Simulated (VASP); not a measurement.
Input of a VASP 6.6.1 run:

INCAR

```
SYSTEM = Zn5CdS6
PREC = Accurate
ENCUT = 520
EDIFF = 1E-7
ISMEAR = 0
SIGMA = 0.1
LREAL = .FALSE.
LASPH = .TRUE.
NELM = 80
ALGO = Normal
ISIF = 2
LWAVE = .FALSE.
LCHARG = .TRUE.
GGA = PE
LELF = .TRUE.
LVHAR = .TRUE.
NBANDS = 66
```

The input KPOINTS:

```
regular mesh
0
G
  3 3 4
  0 0 0
```

POSCAR

```
Zn5CdS6
1.0
    6.7584827000      0.0000000000      0.0000000000
   -3.3792414000      5.8530177000      0.0000000000
    0.0000000000      0.0000000000      6.3871778000
Zn Cd S
5 1 6
Direct
    0.6605510000      0.0000000000      0.9996030000
    0.3394490000      0.3394490000      0.9996030000
    0.0000000000      0.6605510000      0.9996030000
    0.6666667000      0.3333333000      0.5003830000
    0.3333333000      0.6666667000      0.5003830000
    0.0000000000      0.0000000000      0.5007160000
    0.6453990000      0.0000000000      0.3689550000
    0.3546010000      0.3546010000      0.3689550000
    0.0000000000      0.6453990000      0.3689550000
    0.0000000000      0.0000000000      0.9007390000
    0.6666667000      0.3333333000      0.8710520000
    0.3333333000      0.6666667000      0.8710520000
```

Potentials or basis: VASP PAW PBE potentials, release 64 (Zn, Cd, S).

Run with:

```bash
$ cat potpaw_PBE.64/Zn/POTCAR potpaw_PBE.64/Cd/POTCAR potpaw_PBE.64/S/POTCAR > POTCAR
$ mpirun -np 1 vasp_std > vasp.out
```

Problem. What does it give for the pressure?

Solution. 0.2 GPa.

Problem. Predict the band gap on the k mesh.

Solution. 1.84 eV.

Problem. What does it give for the largest force?

Solution. 0.019 eV/Å.

Forces on the atoms (eV/Å):
```
Zn  -0.002  0.000 -0.005
Zn   0.001  0.002 -0.005
Zn   0.001 -0.002 -0.005
Zn   0.000  0.000  0.012
Zn   0.000  0.000  0.012
Cd   0.000  0.000  0.000
S   -0.011  0.000 -0.011
S    0.006  0.010 -0.011
S    0.006 -0.010 -0.011
S    0.000  0.000  0.019
S    0.000  0.000  0.002
S    0.000  0.000  0.002
```
